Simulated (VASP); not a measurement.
# HfZrS4 (P2/m) in VASP: relaxation of cell and atoms with PBE

Aim: the relaxation of cell and atoms of HfZrS4 with PBE.

Program: VASP 6.6.1. These are calculated values, not measurements. Logs are shortened: lines on timing, memory, paths and dates and some standing lists are left out, and cuts for length are marked.

### 1 The cell of the first run

It takes space group P2/m (No. 10, monoclinic). Conventional cell: a = 5.813 Å, b = 3.607 Å, c = 6.247 Å, α = 90.00°, β = 90.00°, γ = 90.00°. Within 3.3 Å of Zr (site symmetry 2/m) lie 6 S at 2.54 Å. Hf (site symmetry 2/m) has 6 S at 2.54 Å within 3.3 Å. Within 3.3 Å of S (site symmetry m) lie 1 Hf at 2.54 Å and 2 Zr at 2.54 Å. S (site symmetry m) has 1 Zr at 2.54 Å and 2 Hf at 2.54 Å within 3.3 Å.

### 2 Relaxation of cell and atoms, PBE

INCAR

```
PREC     = Accurate       # precision mode
ENCUT    = 600            # plane-wave cutoff, eV
EDIFF    = 1E-6           # SCF threshold, eV
ISMEAR   = 0              # smearing method
SIGMA    = 0.1            # smearing width, eV
LREAL    = False          # projectors in reciprocal space
LASPH    = True           # aspherical terms in the spheres
NELM     = 80             # most SCF steps
ALGO     = Normal         # electronic algorithm
ISIF     = 3              # what is computed and relaxed
LWAVE    = False          # write WAVECAR
LCHARG   = False          # write CHGCAR
GGA      = PE             # functional
IBRION   = 2              # ionic algorithm
NSW      = 90             # ionic steps
EDIFFG   = -0.04          # ionic threshold
```

KPOINTS

```
Automatic mesh
0
Gamma
  4 6 4
```

POSCAR

```
HfZrS4
1.0
    5.8128348700      0.0000000000      0.0000000000
    0.0000000000      3.6069375400      0.0000000000
    0.0000000000      0.0000000000      6.2473990800
Zr Hf S
1 1 4
Direct
    0.0000000000      0.0000000000      0.0000000000
    0.0000000000      0.5000000000      0.5000000000
    0.7508000000      0.5000000000      0.1666666700
    0.7508000000      0.0000000000      0.6666666700
    0.2492000000      0.5000000000      0.8333333300
    0.2492000000      0.0000000000      0.3333333300
```

Potentials or basis: VASP PAW PBE potentials, release 64 (Zr_sv, Hf_pv, S).

Launch:

```bash
cat potpaw_PBE.64/Zr_sv/POTCAR potpaw_PBE.64/Hf_pv/POTCAR potpaw_PBE.64/S/POTCAR > POTCAR
mpirun -np 1 vasp_std > vasp.out
```

OUTCAR:

```text
PREC = Accurate
   ENCUT = 600
   EDIFF = 1E-6
   ISMEAR = 0
   LREAL = False
   LASPH = True
   NELM = 80
   ISIF = 3
   GGA = PE
   IBRION = 2
   NSW = 90
   EDIFFG = -0.04

 ion  position               nearest neighbor table
   1  0.000  0.000  0.000-   4 2.54   6 2.54   5 2.54   3 2.54   3 2.54   5 2.54   2 3.61   2 3.61
                             2 3.61   2 3.61
   2  0.000  0.500  0.500-   3 2.54   5 2.54   4 2.54   6 2.54   4 2.54   6 2.54   1 3.61   1 3.61
                             1 3.61   1 3.61
   3  0.751  0.500  0.167-   2 2.54   1 2.54   1 2.54
   4  0.751  0.000  0.667-   1 2.54   2 2.54   2 2.54
   5  0.249  0.500  0.833-   2 2.54   1 2.54   1 2.54
   6  0.249  0.000  0.333-   1 2.54   2 2.54   2 2.54

  LATTYP: Found a simple orthorhombic cell.
 ALAT       =     3.6069375400
 B/A-ratio  =     1.6115707038
 C/A-ratio  =     1.7320508078

  Lattice vectors:

 A1 = (   0.0000000000,  -3.6069375400,   0.0000000000)
 A2 = (   5.8128348700,   0.0000000000,   0.0000000000)
 A3 = (   0.0000000000,   0.0000000000,   6.2473990800)

Analysis of symmetry for initial positions (statically):
=====================================================================
 Subroutine PRICEL returns:
 Original cell was already a primitive cell.

 Routine SETGRP: Setting up the symmetry group for a
 simple orthorhombic supercell.

 Subroutine GETGRP returns: Found  4 space group operations
 (whereof  4 operations were pure point group operations)
 out of a pool of  8 trial point group operations.

The static configuration has the point symmetry C_2h.

Analysis of symmetry for dynamics (positions and initial velocities):
=====================================================================
 Subroutine PRICEL returns:
 Original cell was already a primitive cell.

 Routine SETGRP: Setting up the symmetry group for a
 simple orthorhombic supercell.

 Subroutine GETGRP returns: Found  4 space group operations
 (whereof  4 operations were pure point group operations)
 out of a pool of  8 trial point group operations.

The dynamic configuration has the point symmetry C_2h.

 Subroutine INISYM returns: Found  4 space group operations
 (whereof  4 operations are pure point group operations),
 and found     1 'primitive' translations

----------------------------------------------------------------------------------------

                                     Primitive cell

  volume of cell :     130.9863

  direct lattice vectors                    reciprocal lattice vectors
     5.812834870  0.000000000  0.000000000     0.172033100  0.000000000  0.000000000
     0.000000000  3.606937540  0.000000000     0.000000000  0.277243503  0.000000000
[... 113 lines left out ...]
     AMIX_MAG =   1.60;   BMIX_MAG =  1.00
  volume/ion in A,a.u.               =      21.83       147.32
  Fermi-wavevector in a.u.,A,eV,Ry     =   1.155009  2.182651 18.150805  1.334047
  Thomas-Fermi vector in A             =   2.291641
   LORBIT       =      0    0 simple, 1 ext, 2 COOP (PROOUT), +10 PAW based schemes
   GGA     = PE    functional components
   LHFCALC =     F    Hartree Fock is set to
   AEXX    =    0.0000 exact exchange contribution
   IVDW    =     0    specifies the selected vdW correction
   LEPSILON=     F    determine dielectric tensor
   LRPA    =     F    only Hartree local field effects (RPA)
 conjugate gradient relaxation of ions
 non-spin polarized calculation
 Gauss-broadening in eV      SIGMA  =   0.10
  energy-cutoff  :      600.00
  volume of cell :      130.99
 maximum number of plane-waves:      4395
 NGX is ok and might be reduce to    48
   NGX = 23   NGY = 15   NGZ = 25

--------------------------------------- Ionic step        1  -------------------------------------------

 number of electron      46.0000000 magnetization

 Free energy of the ion-electron system (eV)
  ---------------------------------------------------
  ext. energy  EPLUGINS =         0.00000000
  ---------------------------------------------------
  free energy    TOTEN  =       -44.21817912 eV

  energy without entropy =      -44.21817912  energy(sigma->0) =      -44.21817912

------------------------ aborting loop because EDIFF is reached ----------------------------------------

  FORCE on cell =-STRESS in cart. coord.  units (eV):
  Direction    XX          YY          ZZ          XY          YZ          ZX
  --------------------------------------------------------------------------------------
  -------------------------------------------------------------------------------------
  Total        2.9222109      3.2646234      3.1027319      0.0000000      0.0000000      0.0028654
  in kB       35.7434343     39.9317017     37.9515024      0.0000000      0.0000000      0.0350490
  external PRESSURE =      37.8755462 kB  Pullay stress =       0.0000000 kB
[... 101 lines left out ...]
  FREE ENERGIE OF THE ION-ELECTRON SYSTEM (eV)
  ---------------------------------------------------
  free  energy   TOTEN  =       -44.2737751355 eV

  energy  without entropy=      -44.2737751354  energy(sigma->0) =      -44.27377514

 E-fermi :   3.8188     XC(G=0):  -9.2415

 val. band max:        3.2315364193   @ k =   0.0000   0.0000   0.0000
 cond. band min:       4.3161484270   @ k =   0.5000   0.5000   0.5000
 fundamental gap:      1.0846120078
 Fermi energy:         3.8187656150

 k-point     1 :       0.0000    0.0000    0.0000
  band No.  band energies     occupation
      1     -45.7319      2.00000
      2     -27.3971      2.00000
      3     -27.3850      2.00000
      4     -27.3159      2.00000
      5     -23.7698      2.00000
      6     -23.7607      2.00000
[... 709 lines left out ...]
     26       6.2422      0.00000
     27       6.5877      0.00000

 [... further k-points ...]

[... ionic steps 4 to 10 ...]

--------------------------------------- Ionic step       11  -------------------------------------------

 number of electron      46.0000001 magnetization

------------------------ aborting loop because EDIFF is reached ----------------------------------------
[... 75 lines left out ...]
--------------------------------------- Ionic step       13  -------------------------------------------

 number of electron      46.0000002 magnetization

 Free energy of the ion-electron system (eV)
  ---------------------------------------------------
  ext. energy  EPLUGINS =         0.00000000
  ---------------------------------------------------
  free energy    TOTEN  =       -44.35913992 eV

  energy without entropy =      -44.35913992  energy(sigma->0) =      -44.35913992

 E-fermi :   2.9583     XC(G=0):  -8.7751

 val. band max:        2.5321247366   @ k =   0.0000   0.0000   0.0000
 cond. band min:       3.6600839766   @ k =   0.5000   0.5000   0.5000
 fundamental gap:      1.1279592400
 Fermi energy:         2.9583340787

 k-point     1 :       0.0000    0.0000    0.0000
  band No.  band energies     occupation
      1     -46.4068      2.00000
      2     -28.1006      2.00000
      3     -28.0860      2.00000
      4     -28.0208      2.00000
      5     -24.4469      2.00000
      6     -24.4375      2.00000
[... 744 lines left out ...]
  FREE ENERGIE OF THE ION-ELECTRON SYSTEM (eV)
  ---------------------------------------------------
  free  energy   TOTEN  =       -44.3591399163 eV

  energy  without entropy=      -44.3591399163  energy(sigma->0) =      -44.35913992

 reached required accuracy - stopping structural energy minimisation
```

CONTCAR:

```text
HfZrS4
   1.00000000000000
     6.6552489638940315    0.0000000000000000    0.0017737181824123
     0.0000000000000000    3.6694104245004082    0.0000000000000000
     0.0034155185271473    0.0000000000000000    6.3443782824928387
  Zr              Hf              S
     1     1     4
Direct
     1.0000000000000000    0.0000000000000000    0.0000000000000000
     1.0000000000000000    0.5000000000000000    0.5000000000000000
     0.7825387470698857    0.5000000000000000    0.1694568540692657
     0.7830286953248187    0.0000000000000000    0.6639138107070803
     0.2174612529301143    0.5000000000000000    0.8305431459307343
     0.2169713046751814    0.0000000000000000    0.3360861892929196

  0.00000000E+00  0.00000000E+00  0.00000000E+00
  0.00000000E+00  0.00000000E+00  0.00000000E+00
  0.00000000E+00  0.00000000E+00  0.00000000E+00
  0.00000000E+00  0.00000000E+00  0.00000000E+00
  0.00000000E+00  0.00000000E+00  0.00000000E+00
  0.00000000E+00  0.00000000E+00  0.00000000E+00
```

Run time: 8.7 min. Hardware: 1 thread of Intel Xeon 6975P-C (Granite Rapids), shared host; peak memory 0.39 GiB.

What came out:

```
Free energy                            : -44.3591 eV
Relaxed volume                         : 25.82 Å³/atom
Relaxed cell                           : a = 6.655 Å, b = 3.669 Å, c = 6.344 Å, α = 90.00°, β = 89.95°, γ = 90.00°
Space group after relaxing (to 0.05 Å) : P2/m (No. 10)
Energy gained by relaxing              : 23.5 meV/atom
Ionic steps                            : 13
Pressure after relaxing                : 0.0 GPa
Largest force after relaxing           : 0.011 eV/Å
Band gap on the k mesh                 : 1.13 eV, indirect (least direct gap 1.18 eV)
```

Forces in eV/Å, atoms in the order of the input:
```
Zr   0.000  0.000  0.000
Hf   0.000  0.000  0.000
S   -0.005  0.000 -0.002
S    0.008  0.000  0.008
S    0.005  0.000  0.002
S   -0.008  0.000 -0.008
```

The path:
```csv
step,energy change (eV),largest force (eV/Å),pressure (GPa),volume (Å³)
1,0.0000,0.3043,3.79,130.99
2,0.0151,0.7577,-3.63,141.02
3,-0.0556,0.3357,0.03,135.57
4,-0.0697,0.2314,0.06,136.39
5,-0.0842,0.1724,0.17,138.45
6,-0.0977,0.1428,0.11,139.83
7,-0.1236,0.1042,0.06,143.95
8,-0.1332,0.1573,0.38,152.09
9,-0.1376,0.1816,-0.41,155.54
10,-0.1384,0.1459,-0.19,154.56
11,-0.1403,0.0469,0.18,154.40
12,-0.1403,0.0470,0.17,154.41
13,-0.1410,0.0113,-0.03,154.94
```

Final structure:
```
Zr Hf S
1.0
     6.65525    0.00000    0.00177
     0.00000    3.66941    0.00000
     0.00342    0.00000    6.34438
Zr Hf S
1 1 4
Direct
  0.00000 0.00000 0.00000
  0.00000 0.50000 0.50000
  0.78254 0.50000 0.16946
  0.78303 0.00000 0.66391
  0.21746 0.50000 0.83054
  0.21697 0.00000 0.33609
```

Caveat: the volume moved by over 15 % at a fixed basis, so the end points are rough; spin-orbit coupling is left out, which moves the levels of the heavy elements; this functional lacks dispersion, which binds the layers, so the pressure and a relaxed spacing across them are unreliable. Expect the measured gap to be larger: semilocal functionals such as PBE lack the derivative discontinuity.
